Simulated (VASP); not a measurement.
# Zn (P6_3/mmc) in VASP: notebook

The runs below take Zn through single point, relaxation of cell and atoms, with PBE.

All numbers are computed with VASP 6.6.1; they aren't measurements. Logs are shortened: lines on timing, memory, paths and dates and some standing lists are left out, and cuts for length are marked.

## (1) The cell of the first run

Symmetry: P6_3/mmc, No. 194, hexagonal system. Conventional cell: a = 2.614 Å, b = 2.614 Å, c = 4.873 Å, α = 90.00°, β = 90.00°, γ = 120.00°. Within 3.4 Å of Zn (site symmetry -6m2) lie 12 Zn at 2.61 to 2.87 Å.

## (2) Single point, PBE

INCAR reads:

```
SYSTEM = Zn
  ALGO = Fast
  EDIFF = 1E-6
  ENCUT = 520
  GGA = PE
  ISIF = 2
  ISMEAR = 0
  LASPH = .True.
  LCHARG = .False.
  LREAL = .False.
  LWAVE = .False.
  NBANDS = 19
  NELM = 100
  PREC = Accurate
  SIGMA = 0.1
```

KPOINTS reads:

```
k-points
0
Gamma
  9 9 4
  0 0 0
```

POSCAR reads:

```
Zn
1.0
    2.6143598000      0.0000000000      0.0000000000
   -1.3071799000      2.2641020000      0.0000000000
    0.0000000000      0.0000000000      4.8731610200
Zn
2
Direct
    0.3333333300      0.6666666700      0.2500000000
    0.6666666700      0.3333333300      0.7500000000
```

Potentials or basis: VASP PAW PBE potentials, release 64 (Zn).

Started as:

```console
$ cat potpaw_PBE.64/Zn/POTCAR > POTCAR
$ mpirun -np 1 vasp_std > vasp.out
```

OUTCAR:

```text
SYSTEM = Zn
   EDIFF = 1E-6
   ENCUT = 520
   GGA = PE
   ISIF = 2
   ISMEAR = 0
   LASPH = .True.
   LREAL = .False.
   NELM = 100
   PREC = Accurate

 ion  position               nearest neighbor table
   1  0.333  0.667  0.250-   2 2.87   2 2.87   2 2.87   2 2.87   2 2.87   2 2.87
   2  0.667  0.333  0.750-   1 2.87   1 2.87   1 2.87   1 2.87   1 2.87   1 2.87

  LATTYP: Found a hexagonal cell.
 ALAT       =     2.6143598000
 C/A-ratio  =     1.8639978399

  Lattice vectors:

 A1 = (   2.6143598000,   0.0000000000,   0.0000000000)
 A2 = (  -1.3071799000,   2.2641020000,   0.0000000000)
 A3 = (   0.0000000000,   0.0000000000,   4.8731610200)

Analysis of symmetry for initial positions (statically):
=====================================================================
 Subroutine PRICEL returns:
 Original cell was already a primitive cell.

 Routine SETGRP: Setting up the symmetry group for a
 hexagonal supercell.

 Subroutine GETGRP returns: Found 24 space group operations
 (whereof 12 operations were pure point group operations)
 out of a pool of 24 trial point group operations.

The static configuration has the point symmetry D_3d.
 The point group associated with its full space group is D_6h.

Analysis of symmetry for dynamics (positions and initial velocities):
=====================================================================
 Subroutine PRICEL returns:
 Original cell was already a primitive cell.

 Routine SETGRP: Setting up the symmetry group for a
 hexagonal supercell.

 Subroutine GETGRP returns: Found 24 space group operations
 (whereof 12 operations were pure point group operations)
 out of a pool of 24 trial point group operations.

The dynamic configuration has the point symmetry D_3d.
 The point group associated with its full space group is D_6h.

 Subroutine INISYM returns: Found 24 space group operations
 (whereof 12 operations are pure point group operations),
 and found     1 'primitive' translations

----------------------------------------------------------------------------------------

                                     Primitive cell

  volume of cell :      28.8451

  direct lattice vectors                    reciprocal lattice vectors
     2.614359800  0.000000000  0.000000000     0.382502822  0.220838107  0.000000000
    -1.307179900  2.264102000  0.000000000     0.000000000  0.441676214  0.000000000
     0.000000000  0.000000000  4.873161020     0.000000000  0.000000000  0.205205614

  length of vectors
     2.614359800  2.614359799  4.873161020     0.441676214  0.441676214  0.205205614

  position of ions in fractional coordinates (direct lattice)
     0.333333330  0.666666670  0.250000000
     0.666666670  0.333333330  0.750000000

  ion indices of the primitive-cell ions
   primitive index   ion index
                 1           1
                 2           2

----------------------------------------------------------------------------------------

 KPOINTS: k-points

Automatic generation of k-mesh.
 Grid dimensions read from file:
 generate k-points for:    9    9    4

 Generating k-lattice:

  Cartesian coordinates                     Fractional coordinates (reciprocal lattice)
     0.042500314  0.024537567  0.000000000     0.111111111  0.000000000  0.000000000
     0.000000000  0.049075135  0.000000000     0.000000000  0.111111111  0.000000000
     0.000000000  0.000000000  0.051301404     0.000000000  0.000000000  0.250000000

  Length of vectors
     0.049075135  0.049075135  0.051301404

  Shift w.r.t. Gamma in fractional coordinates (k-lattice)
     0.000000000  0.000000000  0.000000000

 Subroutine IBZKPT returns following result:
 ===========================================

 Found     36 irreducible k-points:

 Following reciprocal coordinates:
            Coordinates               Weight
  0.000000  0.000000  0.000000      1.000000
  0.111111 -0.000000  0.000000      6.000000
  0.222222 -0.000000  0.000000      6.000000
  0.333333 -0.000000  0.000000      6.000000
  0.444444 -0.000000  0.000000      6.000000
  0.111111  0.111111  0.000000      6.000000
[... 16 lines left out ...]
  0.333333  0.222222  0.250000     24.000000
  0.333333  0.333333  0.250000      4.000000
 [... further k-points ...]
   k-points           NKPTS =     36   k-points in BZ     NKDIM =     36   number of bands    NBANDS=     19
   number of dos      NEDOS =    301   number of ions     NIONS =      2
   total plane-waves  NPLWV =  14400
   dimension x,y,z NGX =    20 NGY =   20 NGZ =   36
   dimension x,y,z NGXF=    40 NGYF=   40 NGZF=   72
   ions per type =               2
   NGX,Y,Z   is equivalent  to a cutoff of  12.72, 12.72, 12.28 a.u.
   NGXF,Y,Z  is equivalent  to a cutoff of  25.44, 25.44, 24.56 a.u.
 SYSTEM =  Zn
   PREC   = accura    normal or accurate (medium, high low for compatibility)
   ISTART =      0    job   : 0-new  1-cont  2-samecut
   ICHARG =      2    charge: 1-file 2-atom 10-const
   ISPIN  =      1    spin polarized calculation?
   LNONCOLLINEAR =      F non collinear calculations
   LSORBIT =      F    spin-orbit coupling
   LASPH  =      T    aspherical Exc in radial PAW
   ENCUT  =  520.0 eV  38.22 Ry    6.18 a.u.   4.86  4.86  9.06*2*pi/ulx,y,z
   NELM   =    100;   NELMIN=  2; NELMDL= -5     # of ELM steps
   EDIFF  = 0.1E-05   stopping-criterion for ELM
   LREAL  =      F    real-space projection
   EDIFFG = 0.1E-04   stopping-criterion for IOM
   NSW    =      0    number of steps for IOM
   IBRION =     -1    ionic relax: 0-MD 1-quasi-New 2-CG
   NFREE  =      0    steps in history (QN), initial steepest desc. (CG)
   ISIF   =      2    stress and relaxation
   ISYM   =      2    0-nonsym 1-usesym 2-fastsym
   POTIM  = 0.5000    time-step for ionic-motion
   TEBEG  =    0.0;   TEEND  =   0.0 temperature during run
   PSTRESS=    0.0 pullay stress
   NELECT =      24.0000    total number of electrons
   NUPDOWN=      -1.0000    fix difference up-down
   EMIN   =  10.00;   EMAX   =-10.00  energy-range for DOS
   EFERMI =   0.00;   METHOD = LEGACY
   ISMEAR =     0;   SIGMA  =   0.10  broadening in eV -4-tet -1-fermi 0-gaus
   EFERMI_NEDOS =   21; number of points for ismear=-14 and -15
   IALGO  =     68    algorithm
   IMIX   =      4    mixing-type and parameters
     AMIX     =   0.40;   BMIX     =  1.00
     AMIX_MAG =   1.60;   BMIX_MAG =  1.00
  volume/ion in A,a.u.               =      14.42        97.33
  Fermi-wavevector in a.u.,A,eV,Ry     =   1.539765  2.909735 32.257744  2.370877
  Thomas-Fermi vector in A             =   2.645947
   LORBIT       =      0    0 simple, 1 ext, 2 COOP (PROOUT), +10 PAW based schemes
   GGA     = PE    functional components
   LHFCALC =     F    Hartree Fock is set to
   AEXX    =    0.0000 exact exchange contribution
   IVDW    =     0    specifies the selected vdW correction
   LEPSILON=     F    determine dielectric tensor
   LRPA    =     F    only Hartree local field effects (RPA)
 non-spin polarized calculation
 RMM-DIIS sequential band-by-band and
 Gauss-broadening in eV      SIGMA  =   0.10
  energy-cutoff  :      520.00
  volume of cell :       28.85
 maximum number of plane-waves:       792
 NGX is ok and might be reduce to    20
   NGX =  9   NGY =  9   NGZ = 19

 number of electron      24.0000032 magnetization

 Free energy of the ion-electron system (eV)
  ---------------------------------------------------
  ext. energy  EPLUGINS =         0.00000000
  ---------------------------------------------------
  free energy    TOTEN  =        -2.14690078 eV

  energy without entropy =       -2.14103389  energy(sigma->0) =       -2.14396733

 E-fermi :   3.7673     XC(G=0): -11.8330

 val. band max:        3.7468494759   @ k =   0.0000   0.0000   0.2500
 cond. band min:       3.7823540990   @ k =   0.2222   0.2222   0.0000
 fundamental gap:      0.0355046231
 Fermi energy:         3.7673062783

 k-point     1 :       0.0000    0.0000    0.0000
  band No.  band energies     occupation
      1      -7.3353      2.00000
      2      -5.3788      2.00000
      3      -4.5990      2.00000
      4      -4.3398      2.00000
      5      -4.3398      2.00000
      6      -4.2853      2.00000
[... 11 lines left out ...]
     18      23.2328      0.00000
     19      23.3641      0.00000

 k-point     2 :       0.1111   -0.0000    0.0000
  band No.  band energies     occupation
      1      -6.9571      2.00000
      2      -5.2138      2.00000
      3      -4.5633      2.00000
      4      -4.3748      2.00000
      5      -4.3203      2.00000
      6      -4.2471      2.00000
[... 11 lines left out ...]
     18      21.5682      0.00000
     19      23.5921      0.00000

 k-point     3 :       0.2222   -0.0000    0.0000
  band No.  band energies     occupation
      1      -5.9208      2.00000
      2      -4.9454      2.00000
      3      -4.5024      2.00000
      4      -4.4262      2.00000
      5      -4.3953      2.00000
      6      -4.1815      2.00000
[... 11 lines left out ...]
     18      19.7636      0.00000
     19      19.8382      0.00000

 k-point     4 :       0.3333   -0.0000    0.0000
  band No.  band energies     occupation
      1      -5.1350      2.00000
      2      -4.9920      2.00000
      3      -4.7123      2.00000
      4      -4.3358      2.00000
      5      -4.2422      2.00000
      6      -4.1166      2.00000
[... 11 lines left out ...]
     18      18.8606      0.00000
     19      20.7329      0.00000

 k-point     5 :       0.4444   -0.0000    0.0000
  band No.  band energies     occupation
      1      -5.1451      2.00000
      2      -5.0582      2.00000
      3      -4.8716      2.00000
      4      -4.3464      2.00000
      5      -4.1935      2.00000
      6      -4.1679      2.00000
[... 11 lines left out ...]
     18      18.4107      0.00000
     19      19.7334      0.00000
[... 334 lines left out ...]
      2      -5.0234      2.00000
      3      -4.7536      2.00000
      4      -4.5928      2.00000
      5      -4.2223      2.00000
      6      -3.9763      2.00000
[... 11 lines left out ...]
     18      14.8797      0.00000
     19      20.2513      0.00000

 k-point    22 :       0.2222    0.2222    0.2500
  band No.  band energies     occupation
      1      -4.7785      2.00000
      2      -4.6865      2.00000
      3      -4.6653      2.00000
      4      -4.5412      2.00000
      5      -4.3578      2.00000
      6      -4.2343      2.00000
[... 11 lines left out ...]
     18      16.1657      0.00000
     19      18.3291      0.00000

 k-point    23 :       0.3333    0.2222    0.2500
  band No.  band energies     occupation
      1      -4.8261      2.00000
      2      -4.7337      2.00000
      3      -4.5838      2.00000
      4      -4.5348      2.00000
      5      -4.3856      2.00000
      6      -4.1093      2.00000
[... 11 lines left out ...]
     18      13.9686      0.00000
     19      17.1490      0.00000

 k-point    24 :       0.3333    0.3333    0.2500
  band No.  band energies     occupation
      1      -4.6605      2.00000
      2      -4.5876      2.00000
      3      -4.5876      2.00000
      4      -4.4533      2.00000
      5      -4.3357      2.00000
      6      -4.3357      2.00000
[... 11 lines left out ...]
     18      13.2916      0.00000
     19      14.5404      0.00000

 [... further k-points ...]
[... 5 lines left out ...]
  --------------------------------------------------------------------------------------
  -------------------------------------------------------------------------------------
  Total        1.0308443      1.0308443      0.5759938     -0.0000000     -0.0000000      0.0000000
  in kB       57.2573895     57.2573894     31.9930949     -0.0000000     -0.0000000      0.0000000
  external PRESSURE =      48.8359579 kB  Pullay stress =       0.0000000 kB

 VOLUME and BASIS-vectors are now :
 -----------------------------------------------------------------------------
  energy-cutoff  :      520.00
  volume of cell :       28.85
      direct lattice vectors                 reciprocal lattice vectors
     2.614359800  0.000000000  0.000000000     0.382502822  0.220838107  0.000000000
    -1.307179900  2.264102000  0.000000000     0.000000000  0.441676214  0.000000000
     0.000000000  0.000000000  4.873161020     0.000000000  0.000000000  0.205205614

 POSITION                                       TOTAL-FORCE (eV/Angst)
 -----------------------------------------------------------------------------------
     -0.00000      1.50940      1.21829         0.000000     -0.000000      0.000000
      1.30718      0.75470      3.65487        -0.000000      0.000000      0.000000
 -----------------------------------------------------------------------------------
    total drift:                               -0.000001      0.000000      0.000000

  FREE ENERGIE OF THE ION-ELECTRON SYSTEM (eV)
  ---------------------------------------------------
  free  energy   TOTEN  =        -2.1469007757 eV

  energy  without entropy=       -2.1410338923  energy(sigma->0) =       -2.14396733
```

Wall time 9.6 s (1 thread of Intel Xeon 6975P-C (Granite Rapids), shared host); peak memory 0.14 GiB.

What came out:

- Free energy: -2.1469 eV
- Pressure: 4.9 GPa
- Band gap on the k mesh: zero (band 12 reaches 4.45 eV, above the bottom of band 13 at 0.45 eV)

## (3) Single point, PBE

This run uses another cell than the first one, of 15.32 Å³/atom, 1.062 times its volume.

INCAR reads:

```
SYSTEM = Zn
PREC = Accurate
ENCUT = 520
EDIFF = 1E-7
ISMEAR = 0
SIGMA = 0.1
LREAL = .False.
LASPH = .True.
NELM = 100
ALGO = Normal
ISIF = 2
LWAVE = .False.
LCHARG = .True.
GGA = PE
LELF = .True.
LVHAR = .True.
NBANDS = 19
```

KPOINTS reads:

```
regular mesh
0
Gamma
  18 18 10
  0 0 0
```

POSCAR reads:

```
Zn
1.0
    2.6350268505      0.0000000000      0.0000000000
   -1.3175134253      2.2820001922      0.0000000000
    0.0000000000      0.0000000000      5.0961452315
Zn
2
Direct
    0.3333333333      0.6666666667      0.2500000000
    0.6666666667      0.3333333333      0.7500000000
```

Potentials or basis: VASP PAW PBE potentials, release 64 (Zn).

Started as:

```console
$ cat potpaw_PBE.64/Zn/POTCAR > POTCAR
$ mpirun -np 1 vasp_std > vasp.out
```

Run time: 48 s. Hardware: 1 thread of Intel Xeon 6975P-C (Granite Rapids), shared host; peak memory 0.22 GiB.

Results (log left out):

| Quantity | Value |
| --- | --- |
| Free energy | -2.2233 eV |
| Pressure | 0.3 GPa |
| Band gap on the k mesh | zero (band 12 reaches 4.81 eV, above the bottom of band 13 at -0.44 eV) |

Stress tensor (GPa, compression positive):
```
0.43 0.00 0.00
0.00 0.43 0.00
0.00 0.00 0.10
```

Levels at points of the mesh, in eV from the Fermi level:
```csv
k point,band 8,band 9,band 10,band 11,band 12,band 13,band 14,band 15,band 16,band 17
"(0.00, 0.00, 0.00)",-7.23,-7.23,-7.06,-7.06,-3.72,-3.46,12.26,16.09,18.22,18.22
"(0.50, 0.00, 0.00)",-7.10,-6.85,-6.83,-2.64,-1.92,2.40,3.60,3.88,5.68,10.72
"(0.00, 0.00, 0.50)",-7.59,-7.13,-7.13,-7.13,-7.13,3.86,3.86,19.42,19.42,19.42
"(0.50, 0.00, 0.50)",-7.10,-6.84,-6.84,-1.74,-1.74,0.30,0.30,9.62,9.62,12.39
```

## (4) Relaxation of cell and atoms, PBE

INCAR reads:

```
  PREC = Accurate
  ENCUT = 600
  EDIFF = 1E-7
  ISMEAR = 0
  SIGMA = 0.1
  LREAL = F
  LASPH = T
  NELM = 100
  ALGO = Fast
  ISIF = 3
  LWAVE = F
  LCHARG = F
  GGA = PE
  IBRION = 2
  NSW = 100
  EDIFFG = -0.002
```

KPOINTS reads:

```
regular mesh
0
Gamma
  18 18 10
```

POSCAR reads:

```
Zn
1.0
    2.6143598000      0.0000000000      0.0000000000
   -1.3071799000      2.2641020000      0.0000000000
    0.0000000000      0.0000000000      4.8731610200
Zn
2
Direct
    0.3333333300      0.6666666700      0.2500000000
    0.6666666700      0.3333333300      0.7500000000
```

Started as:

```console
$ cat potpaw_PBE.64/Zn/POTCAR > POTCAR
$ mpirun -np 1 vasp_std > vasp.out
```

Wall time 12 min (1 thread of Intel Xeon Platinum 8488C (Sapphire Rapids), shared host); peak memory 0.24 GiB.

Results (log left out):

```
Free energy                            : -2.2222 eV
Relaxed volume                         : 15.36 Å³/atom
Relaxed cell                           : a = 2.639 Å, b = 2.639 Å, c = 5.093 Å, α = 90.00°, β = 90.00°, γ = 120.00°
Space group after relaxing (to 0.05 Å) : P6_3/mmc (No. 194)
Energy gained by relaxing              : 13.1 meV/atom
Ionic steps                            : 16
Pressure after relaxing                : 0.0 GPa
Band gap on the k mesh                 : zero (band 12 reaches 4.79 eV, above the bottom of band 13 at -0.44 eV)
```

The path:
```csv
step,energy change (eV),largest force (eV/Å),pressure (GPa),volume (Å³)
1,0.0000,0.0000,4.51,28.85
2,-0.0214,0.0000,-0.38,30.57
3,-0.0215,0.0000,-0.11,30.45
4,-0.0241,0.0000,-0.06,30.52
5,-0.0260,0.0000,0.07,30.61
6,-0.0262,0.0000,0.17,30.66
7,-0.0262,0.0000,0.08,30.65
8,-0.0262,0.0000,0.15,30.64
9,-0.0262,0.0000,0.29,30.65
10,-0.0262,0.0000,-0.24,30.82
11,-0.0262,0.0000,-0.05,30.72
12,-0.0262,0.0000,0.00,30.71
13,-0.0262,0.0000,0.02,30.71
14,-0.0262,0.0000,0.03,30.72
15,-0.0262,0.0000,-0.01,30.72
16,-0.0262,0.0000,0.01,30.72
```

Final structure:
```yaml
crystal:
  lattice:
    - [2.63915, 0.00000, 0.00000]
    - [-1.31957, 2.28557, 0.00000]
    - [0.00000, 0.00000, 5.09289]
  atoms:
    - { symbol: Zn, position: [0.33333, 0.66667, 0.25000] }
    - { symbol: Zn, position: [0.66667, 0.33333, 0.75000] }
```

Levels at points of the mesh, in eV from the Fermi level:
```
           k point  band 9  band 10  band 11  band 12  band 13  band 14  band 15  band 16
(0.00, 0.00, 0.00)   -7.23    -7.06    -7.06    -3.71    -3.44    12.31    16.12    18.14
(0.50, 0.00, 0.00)   -6.85    -6.84    -2.65    -1.94     2.40     3.59     3.87     5.67
(0.00, 0.00, 0.50)   -7.14    -7.14    -7.14    -7.14     3.88     3.88    19.33    19.33
(0.50, 0.00, 0.50)   -6.85    -6.85    -1.74    -1.74     0.28     0.28     9.63     9.63
```

## (5) Summary

```csv
task,cell,k mesh,cutoff (eV),gap on the mesh (eV),pressure (GPa)
single point,"a = 2.614, b = 2.614, c = 4.873 Å, angles 90.0, 90.0, 120.0°, 2 atoms",9 × 9 × 4,520,none,4.9
single point,"a = 2.635, b = 2.635, c = 5.096 Å, angles 90.0, 90.0, 120.0°, 2 atoms",18 × 18 × 10,520,none,0.3
relaxation of cell and atoms,"relaxed from a = 2.614, b = 2.614, c = 4.873 Å, angles 90.0, 90.0, 120.0°, 2 atoms",18 × 18 × 10,600,none,0.0
```

Alike in all rows: level PBE; potentials or basis VASP PAW PBE potentials, release 64 (Zn); no spin polarisation; smearing gaussian 0.1 eV.

Total energies depend on the potentials used, so only differences within one code and one set of settings carry meaning.
